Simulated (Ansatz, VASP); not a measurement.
Two plane-wave programs on Ca

Contents of INCAR:

```
SYSTEM = Ca
ALGO = Fast ; DIPOL = 0.5 0.5 0.500
EDIFF = 1E-6 ; ENCUT = 520
IDIPOL = 3 ; ISIF = 2
ISMEAR = 0 ; LASPH = .True.
LCHARG = .True. ; LDIPOL = .True.
LELF = .True. ; LREAL = .False.
LVACPOTAV = .True. ; LVHAR = .True.
LWAVE = .False. ; NBANDS = 33
NELM = 100 ; PREC = Accurate
SIGMA = 0.1
```

File KPOINTS:

```
k-points
0
Gamma
  9 9 1
  0 0 0
```

Contents of POSCAR:

```
Ca
1.0
    3.7750735674      0.0000000000      0.0000000000
   -1.8875367837      3.2693096105      0.0000000000
    0.0000000000      0.0000000000     27.3293386422
Ca
5
Direct
    0.6666666667      0.3333333333      0.2744303511
    0.3333333333      0.6666666667      0.3872151756
    0.0000000000      0.0000000000      0.5000000000
    0.6666666667      0.3333333333      0.6127848244
    0.3333333333      0.6666666667      0.7255696489
```

Input for Ansatz:

```yaml
crystal:
  lattice:
    - [3.7750735677, 0.0, 0.0]
    - [-1.8875367839, 3.2693096108, 0.0]
    - [0.0, 0.0, 27.3293386431]
  atoms:
    - { symbol: Ca, position: [0.6666666667, 0.3333333333, 0.2744303511] }
    - { symbol: Ca, position: [0.3333333333, 0.6666666667, 0.3872151756] }
    - { symbol: Ca, position: [0.0, 0.0, 0.5] }
    - { symbol: Ca, position: [0.6666666667, 0.3333333333, 0.6127848244] }
    - { symbol: Ca, position: [0.3333333333, 0.6666666667, 0.7255696489] }
basis:
  ecutwfc: 420
kpoints:
  mp_grid: { grid: [9, 9, 1] }
hamiltonian:
  xc: lda
scf:
  occupations: { method: gaussian, width: 0.1 }
output:
  forces: true
  stress: true
  eigenvalues: true
  write_density: true
  write_potential: true
  elf: true
  volumetric_format: npy
efield:
  axis: 3
  dipole_correction: true
```

Alike in both runs: task single point; functional LDA; k mesh 9 × 9 × 1; occupations gaussian, width 0.1 eV; no spin polarisation.

```csv
,VASP,Ansatz
version,VASP 6.6.1,Ansatz 0.2.0
potentials or method,"VASP PAW LDA potentials, release 64 (Ca_sv), cutoff 520 eV","scalar-relativistic, plane waves, PAW"
valence electrons in the cell,50,50
```

|  | VASP | Ansatz | Ansatz less VASP |
| --- | --- | --- | --- |
| gap on the k mesh at the Fermi level (eV) | none | none | - |
| rms of the force components (eV/Å) | 0.040 | 0.041 | +0.0008 |
| work function, face that differs most (eV) | 3.08 | 3.08 | +0.002 |

LDA's correlation is that of Perdew and Zunger in VASP and of Perdew and Wang (1992) in Ansatz. Atom by atom the forces differ by 0.001 eV/Å (rms over components). A gap of «none» marks a metal or a gap that the smearing closes. Ansatz's warnings: vacuum density over bound.
